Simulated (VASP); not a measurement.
# YW (P4/mmm) in VASP: single point with PBE

Aim: the single point of YW with PBE.

Program: VASP 6.6.1. These are calculated values, not measurements. Logs are shortened: lines on timing, memory, paths and dates and some standing lists are left out, and cuts for length are marked.

### 1 The cell of the first run

Symmetry: P4/mmm, No. 123, tetragonal system. The conventional cell has a = 2.910 Å, b = 2.910 Å, c = 4.982 Å, α = 90.00°, β = 90.00°, γ = 90.00°. Within 3.8 Å of Y (site symmetry 4/mmm) lie 4 Y at 2.91 Å and 8 W at 3.23 Å. Within 3.8 Å of W (site symmetry 4/mmm) lie 4 W at 2.91 Å and 8 Y at 3.23 Å.

### 2 Single point, PBE

INCAR

```
SYSTEM = YW
PREC = Accurate ; ENCUT = 520
EDIFF = 1E-6 ; ISMEAR = 0
SIGMA = 0.1 ; LREAL = .FALSE.
LASPH = .TRUE. ; NELM = 80
ALGO = Fast ; ISIF = 2
LWAVE = .FALSE. ; LCHARG = .FALSE.
GGA = PE ; NBANDS = 60
```

KPOINTS

```
regular mesh
0
G
  8 4 4
  0 0 0
```

POSCAR

```
YW
1.0
    2.9097734236      0.0000000000      0.0000000000
    0.0000000000      5.8195468472      0.0000000000
    0.0000000000      0.0000000000      9.9644954772
Y W
4 4
Direct
    0.5000000000      0.2500000000      0.2500000000
    0.5000000000      0.2500000000      0.7500000000
    0.5000000000      0.7500000000      0.2500000000
    0.5000000000      0.7500000000      0.7500000000
    1.0000000000      0.5000000000      0.0000000000
    1.0000000000      0.5000000000      0.5000000000
    0.0000000000      0.0000000000      0.0000000000
    0.0000000000      0.0000000000      0.5000000000
```

Potentials or basis: VASP PAW PBE potentials, release 64 (Y_sv, W_sv).

Command:

```console
$ cat potpaw_PBE.64/Y_sv/POTCAR potpaw_PBE.64/W_sv/POTCAR > POTCAR
$ mpirun -np 1 vasp_std > vasp.out
```

OUTCAR:

```text
SYSTEM = YW
   PREC = Accurate
   ENCUT = 520
   EDIFF = 1E-6
   ISMEAR = 0
   LREAL = .FALSE.
   LASPH = .TRUE.
   NELM = 80
   ISIF = 2
   GGA = PE

 ion  position               nearest neighbor table
   1  0.500  0.250  0.250-   3 2.91   3 2.91   6 3.23   7 3.23   8 3.23   5 3.23   5 3.23   6 3.23
                             7 3.23   8 3.23   3 4.12   3 4.12   3 4.12   3 4.12
   2  0.500  0.250  0.750-   4 2.91   4 2.91   6 3.23   7 3.23   8 3.23   5 3.23   5 3.23   6 3.23
                             7 3.23   8 3.23   4 4.12   4 4.12   4 4.12   4 4.12
   3  0.500  0.750  0.250-   1 2.91   1 2.91   6 3.23   7 3.23   8 3.23   5 3.23   5 3.23   6 3.23
                             7 3.23   8 3.23   1 4.12   1 4.12   1 4.12   1 4.12
   4  0.500  0.750  0.750-   2 2.91   2 2.91   6 3.23   7 3.23   8 3.23   5 3.23   5 3.23   6 3.23
                             7 3.23   8 3.23   2 4.12   2 4.12   2 4.12   2 4.12
   5  0.000  0.500  0.000-   7 2.91   7 2.91   3 3.23   4 3.23   1 3.23   2 3.23   1 3.23   2 3.23
                             3 3.23   4 3.23
   6  0.000  0.500  0.500-   8 2.91   8 2.91   3 3.23   4 3.23   1 3.23   2 3.23   1 3.23   2 3.23
                             3 3.23   4 3.23
   7  0.000  0.000  0.000-   5 2.91   5 2.91   3 3.23   4 3.23   1 3.23   2 3.23   1 3.23   2 3.23
                             3 3.23   4 3.23
   8  0.000  0.000  0.500-   6 2.91   6 2.91   3 3.23   4 3.23   1 3.23   2 3.23   1 3.23   2 3.23
                             3 3.23   4 3.23

  LATTYP: Found a simple orthorhombic cell.
 ALAT       =     2.9097734236
 B/A-ratio  =     2.0000000000
 C/A-ratio  =     3.4244918853

  Lattice vectors:

 A1 = (   2.9097734236,   0.0000000000,   0.0000000000)
 A2 = (   0.0000000000,   5.8195468472,   0.0000000000)
 A3 = (   0.0000000000,   0.0000000000,   9.9644954772)

Analysis of symmetry for initial positions (statically):
=====================================================================
 Subroutine PRICEL returns following result:

  LATTYP: Found a simple tetragonal cell.
 ALAT       =     2.9097734236
 C/A-ratio  =     1.7122459427

  Lattice vectors:

 A1 = (   2.9097734236,   0.0000000000,   0.0000000000)
 A2 = (   0.0000000000,   2.9097734236,   0.0000000000)
 A3 = (   0.0000000000,   0.0000000000,   4.9822477386)

   4 primitive cells build up your supercell.

 Routine SETGRP: Setting up the symmetry group for a
 simple orthorhombic supercell.

[... 132 lines left out ...]
   NSW    =      0    number of steps for IOM
   IBRION =     -1    ionic relax: 0-MD 1-quasi-New 2-CG
   NFREE  =      0    steps in history (QN), initial steepest desc. (CG)
   ISIF   =      2    stress and relaxation
   ISYM   =      2    0-nonsym 1-usesym 2-fastsym
   POTIM  = 0.5000    time-step for ionic-motion
   TEBEG  =    0.0;   TEEND  =   0.0 temperature during run
   PSTRESS=    0.0 pullay stress
   NELECT =     100.0000    total number of electrons
   NUPDOWN=      -1.0000    fix difference up-down
   EMIN   =  10.00;   EMAX   =-10.00  energy-range for DOS
   EFERMI =   0.00;   METHOD = LEGACY
   ISMEAR =     0;   SIGMA  =   0.10  broadening in eV -4-tet -1-fermi 0-gaus
   EFERMI_NEDOS =   21; number of points for ismear=-14 and -15
   IALGO  =     68    algorithm
   IMIX   =      4    mixing-type and parameters
     AMIX     =   0.40;   BMIX     =  1.00
     AMIX_MAG =   1.60;   BMIX_MAG =  1.00
  volume/ion in A,a.u.               =      21.09       142.33
  Fermi-wavevector in a.u.,A,eV,Ry     =   1.375119  2.598598 25.727967  1.890952
  Thomas-Fermi vector in A             =   2.500484
   LORBIT       =      0    0 simple, 1 ext, 2 COOP (PROOUT), +10 PAW based schemes
   GGA     = PE    functional components
   LHFCALC =     F    Hartree Fock is set to
   AEXX    =    0.0000 exact exchange contribution
   IVDW    =     0    specifies the selected vdW correction
   LEPSILON=     F    determine dielectric tensor
   LRPA    =     F    only Hartree local field effects (RPA)
 non-spin polarized calculation
 RMM-DIIS sequential band-by-band and
 Gauss-broadening in eV      SIGMA  =   0.10
  energy-cutoff  :      520.00
  volume of cell :      168.73
 maximum number of plane-waves:      4586
 NGX is ok and might be reduce to    24
   NGX = 11   NGY = 21   NGZ = 37

 number of electron     100.0000004 magnetization

 Free energy of the ion-electron system (eV)
  ---------------------------------------------------
  ext. energy  EPLUGINS =         0.00000000
  ---------------------------------------------------
  free energy    TOTEN  =       -71.65831826 eV

  energy without entropy =      -71.60193405  energy(sigma->0) =      -71.63012615

 E-fermi :   6.5086     XC(G=0): -11.6698

 val. band max:        6.5058877781   @ k =   0.1250   0.2500   0.2500
 cond. band min:       6.5087136845   @ k =   0.1250   0.2500   0.2500
 fundamental gap:      0.0028259065
 Fermi energy:         6.5086243220

 k-point     1 :       0.0000    0.0000    0.0000
  band No.  band energies     occupation
      1     -67.2364      2.00000
      2     -67.2364      2.00000
      3     -67.2097      2.00000
      4     -67.2097      2.00000
      5     -35.6631      2.00000
      6     -35.6580      2.00000
[... 1501 lines left out ...]
     59       8.2763      0.00000
     60       8.6252      0.00000

 [... further k-points ...]

------------------------ aborting loop because EDIFF is reached ----------------------------------------

  FORCE on cell =-STRESS in cart. coord.  units (eV):
  Direction    XX          YY          ZZ          XY          YZ          ZX
  --------------------------------------------------------------------------------------
  -------------------------------------------------------------------------------------
  Total        0.9155636      0.9155627     -1.8338083      0.0000000      0.0000000      0.0000000
  in kB        8.6935160      8.6935074    -17.4124891      0.0000000      0.0000000      0.0000000
  external PRESSURE =      -0.0084886 kB  Pullay stress =       0.0000000 kB

 VOLUME and BASIS-vectors are now :
 -----------------------------------------------------------------------------
  energy-cutoff  :      520.00
  volume of cell :      168.73
      direct lattice vectors                 reciprocal lattice vectors
     2.909773424  0.000000000  0.000000000     0.343669370  0.000000000  0.000000000
     0.000000000  5.819546847  0.000000000     0.000000000  0.171834685  0.000000000
     0.000000000  0.000000000  9.964495477     0.000000000  0.000000000  0.100356310

 POSITION                                       TOTAL-FORCE (eV/Angst)
 -----------------------------------------------------------------------------------
      1.45489      1.45489      2.49112        -0.000000     -0.000000      0.000000
      1.45489      1.45489      7.47337         0.000000     -0.000000      0.000000
      1.45489      4.36466      2.49112         0.000000     -0.000000      0.000000
      1.45489      4.36466      7.47337        -0.000000     -0.000000      0.000000
      0.00000      2.90977      0.00000        -0.000000      0.000000     -0.000000
      0.00000      2.90977      4.98225        -0.000000      0.000000      0.000000
      0.00000      0.00000      0.00000        -0.000000      0.000000     -0.000000
      0.00000      0.00000      4.98225        -0.000000      0.000000      0.000000
 -----------------------------------------------------------------------------------
    total drift:                                0.000000      0.000000      0.000000

  FREE ENERGIE OF THE ION-ELECTRON SYSTEM (eV)
  ---------------------------------------------------
  free  energy   TOTEN  =       -71.6583182551 eV

  energy  without entropy=      -71.6019340520  energy(sigma->0) =      -71.63012615
```

OSZICAR:

```text
N       E                     dE             d eps       ncg     rms          rms(c)
DAV:   1     0.102230916380E+04    0.10223E+04   -0.54453E+04  5488   0.178E+03
DAV:   2     0.793929994372E+01   -0.10144E+04   -0.99189E+03  5660   0.534E+02
DAV:   3    -0.683742389864E+02   -0.76314E+02   -0.72836E+02  7604   0.118E+02
[... 16 lines left out ...]
RMM:  20    -0.716583114104E+02   -0.61632E-05   -0.64414E-05  5457   0.838E-03    0.644E-03
RMM:  21    -0.716583147301E+02   -0.33197E-05   -0.35857E-05  4813   0.607E-03    0.647E-03
RMM:  22    -0.716583165678E+02   -0.18378E-05   -0.19796E-05  4544   0.523E-03    0.422E-03
RMM:  23    -0.716583176182E+02   -0.10503E-05   -0.11294E-05  4517   0.450E-03    0.166E-03
RMM:  24    -0.716583182551E+02   -0.63695E-06   -0.66603E-06  3734   0.376E-03
   1 F= -.71658318E+02 E0= -.71630126E+02  d E =-.563842E-01
```

It took 9.5 min on 1 thread of Intel Xeon Platinum 8488C (Sapphire Rapids), shared host; peak memory 0.53 GiB.

Results:

```yaml
Free_energy: -71.6583 eV
Pressure: 0.0 GPa
Band_gap_on_the_k_mesh: zero (bands 50 and 51 overlap by 1.02 eV)
```

Levels at points of the mesh, in eV from the Fermi level:
```csv
k point,band 48,band 49,band 50,band 51,band 52,band 53
"(0.00, 0.00, 0.00)",-0.57,-0.05,0.52,0.72,0.84,0.86
"(0.50, 0.00, 0.00)",-0.88,0.08,0.08,0.37,0.52,0.72
"(0.00, 0.50, 0.00)",-0.65,-0.05,-0.05,0.27,0.27,0.73
"(0.50, 0.50, 0.00)",-0.93,-0.26,-0.26,0.01,0.01,0.32
"(0.00, 0.00, 0.50)",-0.05,0.12,0.12,0.64,0.64,0.65
"(0.50, 0.00, 0.50)",-0.05,0.64,0.64,0.65,0.65,1.07
"(0.00, 0.50, 0.50)",-1.03,0.14,0.14,0.14,0.14,0.77
"(0.50, 0.50, 0.50)",-1.33,-0.17,-0.17,-0.17,-0.17,1.20
```

Caveat: spin-orbit coupling is left out, which moves the levels of the heavy elements.
